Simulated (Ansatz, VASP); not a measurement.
**CdF2: VASP beside Ansatz**

```
CELL_PARAMETERS angstrom
0.00000 2.60087 2.65341
2.60087 0.00000 2.65341
2.60087 2.60087 0.00000
ATOMIC_POSITIONS crystal
Cd 0.00000 0.00000 0.00000
F 0.25000 0.25000 0.25000
F 0.75000 0.75000 0.75000
```

Alike in both runs: task single point; functional PBEsol; k mesh 8 × 8 × 8; occupations gaussian, width 0.05 eV; no spin polarisation.

|  | VASP | Ansatz |
| --- | --- | --- |
| version | VASP 6.6.1 | Ansatz 0.2.0 |
| potentials or method | VASP PAW PBE potentials, release 64 (Cd_sv_GW, F), cutoff 700 eV | scalar-relativistic, plane waves, PAW |
| valence electrons in the cell | 34 | 34 |

Ansatz gave:

| Item | Value |
| --- | --- |
| gap on the k mesh at the Fermi level (eV) | 3.22 |
| least direct gap on the mesh (eV) | 3.55 |
| pressure (GPa) | 11.0 |
| traceless stress, the component that is largest in VASP (GPa) | -1.55 |

**Question.** What did VASP give for the same quantities?

**Answer.** gap on the k mesh at the Fermi level (eV): 3.20; least direct gap on the mesh (eV): 3.54; pressure (GPa): 10.7; traceless stress, the component that is largest in VASP (GPa): -1.54.

VASP's potentials were made for PBE, not for PBEsol.
